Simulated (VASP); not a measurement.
Set up this calculation in VASP 6.6.1, as the native input.

```yaml
Task: single point
Functional: PBE0
Potentials_or_basis: VASP PAW PBE potentials, release 64 (Si, C)
Cutoff: 520 eV
k_mesh: 6 × 6 × 4
Occupations: gaussian, width 0.01 eV
Spin: no spin polarisation
Dipole_correction: no
Grid_for_exact_exchange_PRECFOCK: Normal
Further_INCAR_settings: ALGO = Normal; EDIFF = 1e-06; NBANDS = 16
Share_of_exact_exchange: 0.25
```

SiC:

```
Si C
1.0
     3.07536    0.00000    0.00000
    -1.53768    2.66334    0.00000
     0.00000    0.00000    5.04811
Si C
2 2
Direct
  0.33333 0.66667 0.49959
  0.66667 0.33333 0.99959
  0.33333 0.66667 0.87541
  0.66667 0.33333 0.37541
```

The input as run:

POSCAR

```
SiC
1.0
    3.0753564098      0.0000000000      0.0000000000
   -1.5376782049      2.6633367766      0.0000000000
    0.0000000000      0.0000000000      5.0481087265
Si C
2 2
Direct
    0.3333333333      0.6666666667      0.4995917736
    0.6666666667      0.3333333333      0.9995917736
    0.3333333333      0.6666666667      0.8754082264
    0.6666666667      0.3333333333      0.3754082264
```

INCAR.step1

```
PREC = Accurate ; ENCUT = 520
EDIFF = 1E-5 ; ISMEAR = 0
SIGMA = 0.01 ; LREAL = F
LASPH = T ; NELM = 60
ALGO = Normal ; ISIF = 2
LWAVE = T ; NBANDS = 16
GGA = PE
```

INCAR.step2

```
PREC = Accurate ; ENCUT = 520
EDIFF = 1E-6 ; ISMEAR = 0
SIGMA = 0.01 ; LREAL = F
LASPH = T ; NELM = 60
ALGO = Normal ; ISIF = 2
LWAVE = F ; LCHARG = T
GGA = PE ; LHFCALC = T
AEXX = 0.25 ; PRECFOCK = Normal
LELF = T ; LVHAR = T
NBANDS = 16 ; ISTART = 1
```

KPOINTS

```
regular mesh
0
Gamma
  6 6 4
```

Potentials or basis: VASP PAW PBE potentials, release 64 (Si, C).

The run is started by

```console
$ cat potpaw_PBE.64/Si/POTCAR potpaw_PBE.64/C/POTCAR > POTCAR
$ cp INCAR.step1 INCAR
$ mpirun -np 1 vasp_std > vasp.out
$ cp INCAR.step2 INCAR
$ mpirun -np 1 vasp_std > vasp.out
```

Results of the run:

```json
{"Pressure": "-1.7 GPa", "Largest force": "0.017 eV/Å", "Band gap on the k mesh": "3.90 eV (least direct gap 5.82 eV)"}
```

Caveat: the PAW data sets were made with another functional, which shifts forces and pressure a little.

Run time: 30 min on 1 thread of Intel(R) Xeon(R) Platinum 8259CL CPU @ 2.50GHz (Skylake/Cascade Lake), on a shared host, peak memory 0.17 GiB.
